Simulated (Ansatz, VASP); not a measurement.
## AlN: VASP beside Ansatz

File POSCAR:

```
AlN
1.0
   -3.1066653462      0.0000000000      0.0000000000
    0.0000000000      0.0000000000     -4.9784048411
    0.0000000000     -5.3809022217      0.0000000000
Al N
4 4
Direct
    0.5000000000      0.9983070980      0.1666666667
    0.0000000000      0.9983070980      0.6666666667
    0.0000000000      0.4983070980      0.3333333333
    0.5000000000      0.4983070980      0.8333333333
    0.5000000000      0.6166929020      0.1666666667
    0.0000000000      0.6166929020      0.6666666667
    0.0000000000      0.1166929020      0.3333333333
    0.5000000000      0.1166929020      0.8333333333
```

INCAR.step1

```
ALGO = Normal
EDIFF = 1E-4
ENCUT = 520
GGA = PE
ISMEAR = 0
LASPH = T
LCHARG = F
LREAL = F
LWAVE = T
NBANDS = 26
NELM = 60
PREC = Accurate
SIGMA = 0.05
```

File INCAR.step2:

```
ALGO = Normal
EDIFF = 1E-6
ENCUT = 520
ISIF = 2
ISMEAR = 0
ISTART = 1
LASPH = T
LCHARG = T
LELF = T
LMIXTAU = T
LREAL = F
LVHAR = T
LWAVE = F
METAGGA = R2SCAN
NBANDS = 26
NELM = 60
PREC = Accurate
SIGMA = 0.05
```

KPOINTS

```
k-points
0
Gamma
  8 6 4
```

Input for Ansatz:

```yaml
crystal:
  lattice:
    - [-3.1066653462, 0.0, 0.0]
    - [0.0, 0.0, -4.9784048411]
    - [0.0, -5.3809022217, 0.0]
  atoms:
    - { symbol: Al, position: [0.5, 0.998307098, 0.1666666667] }
    - { symbol: Al, position: [0.0, 0.998307098, 0.6666666667] }
    - { symbol: Al, position: [0.0, 0.498307098, 0.3333333333] }
    - { symbol: Al, position: [0.5, 0.498307098, 0.8333333333] }
    - { symbol: "N", position: [0.5, 0.616692902, 0.1666666667] }
    - { symbol: "N", position: [0.0, 0.616692902, 0.6666666667] }
    - { symbol: "N", position: [0.0, 0.116692902, 0.3333333333] }
    - { symbol: "N", position: [0.5, 0.116692902, 0.8333333333] }
basis:
  ecutwfc: 500
kpoints:
  mp_grid: { grid: [8, 6, 4] }
hamiltonian:
  xc: r2scan
scf:
  occupations: { method: gaussian, width: 0.05 }
output:
  forces: true
  stress: true
  eigenvalues: true
```

Alike in both runs: task single point; functional r2SCAN; k mesh 8 × 6 × 4; occupations gaussian, width 0.05 eV; no spin polarisation.

|  | VASP | Ansatz |
| --- | --- | --- |
| version | VASP 6.6.1 | Ansatz 0.2.0 |
| potentials or method | VASP PAW PBE potentials, release 64 (Al, N), cutoff 520 eV | scalar-relativistic, plane waves, PAW |
| valence electrons in the cell | 32 | 32 |

VASP gave:

```
gap on the k mesh at the Fermi level (eV) : 4.92
least direct gap on the mesh (eV)         : 4.92
pressure (GPa)                            : -0.4
```

Problem. Which values does Ansatz return?

Solution. gap on the k mesh at the Fermi level (eV): 4.88; least direct gap on the mesh (eV): 4.88; pressure (GPa): 0.0.

VASP's potentials were made for PBE, not for r2SCAN.
